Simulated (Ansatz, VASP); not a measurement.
Two plane-wave programs on Al

Contents of INCAR:

```
SYSTEM = Al
PREC     = Accurate       ! precision mode
ENCUT    = 600            ! plane-wave cutoff, eV
EDIFF    = 1E-6           ! SCF threshold, eV
ISMEAR   = 0              ! smearing method
SIGMA    = 0.1            ! smearing width, eV
LREAL    = .FALSE.        ! projectors in reciprocal space
LASPH    = .TRUE.         ! aspherical terms in the spheres
NELM     = 60             ! most SCF steps
ALGO     = Fast           ! electronic algorithm
ISIF     = 3              ! what is computed and relaxed
LWAVE    = .FALSE.        ! write WAVECAR
LCHARG   = .FALSE.        ! write CHGCAR
GGA      = PE             ! functional
IBRION   = 2              ! ionic algorithm
NSW      = 100            ! ionic steps
EDIFFG   = -0.01          ! ionic threshold
```

KPOINTS

```
Automatic mesh
0
G
  6 6 14
  0 0 0
```

The input POSCAR:

```
Al
1.0
    7.5446286261      0.0000000000      0.0000000000
   -3.7723143130      6.5338400523      0.0000000000
    0.0000000000      0.0000000000      2.7562916394
Al
6
Direct
    0.3257830309      0.3257830309      0.1666666667
    0.6742169691      0.0000000000      0.5000000000
    0.0000000000      0.6742169691      0.8333333333
    0.6742169691      0.6742169691      0.1666666667
    0.3257830309      0.0000000000      0.5000000000
    0.0000000000      0.3257830309      0.8333333333
```

Input for Ansatz:

```yaml
crystal:
  lattice:
    - [7.5446286261, 0.0, 0.0]
    - [-3.772314313, 6.5338400523, 0.0]
    - [0.0, 0.0, 2.7562916394]
  atoms:
    - { symbol: Al, position: [0.3257830309, 0.3257830309, 0.1666666667] }
    - { symbol: Al, position: [0.6742169691, 0.0, 0.5] }
    - { symbol: Al, position: [0.0, 0.6742169691, 0.8333333333] }
    - { symbol: Al, position: [0.6742169691, 0.6742169691, 0.1666666667] }
    - { symbol: Al, position: [0.3257830309, 0.0, 0.5] }
    - { symbol: Al, position: [0.0, 0.3257830309, 0.8333333333] }
basis:
  ecutwfc: 420
kpoints:
  mp_grid: { grid: [6, 6, 14] }
hamiltonian:
  xc: pbe
scf:
  occupations: { method: gaussian, width: 0.1 }
output:
  forces: true
  stress: true
  eigenvalues: true
relax:
  adjacent_minimum: "off"
  f_tol: 0.01
  max_steps: 80
  cell: { stress_tol: 0.05 }
```

Alike in both runs: task relaxation of cell and atoms; functional PBE; k mesh 6 × 6 × 14; occupations gaussian, width 0.1 eV; no spin polarisation.

|  | VASP | Ansatz |
| --- | --- | --- |
| version | VASP 6.6.1 | Ansatz 0.2.0 |
| potentials or method | VASP PAW PBE potentials, release 64 (Al), cutoff 600 eV | scalar-relativistic, plane waves, PAW |
| valence electrons in the cell | 18 | 18 |

|  | VASP | Ansatz | Ansatz less VASP |
| --- | --- | --- | --- |
| gap on the k mesh at the Fermi level, each at its own relaxed structure (eV) | none | none | - |
| relaxed volume (Å³/atom) | 22.68 | 22.69 | +0.011 |
| relaxed cell length with the largest relative difference (Å) | 7.563 | 7.565 | +0.0018 |

A gap of «none» marks a metal or a gap that the smearing closes.
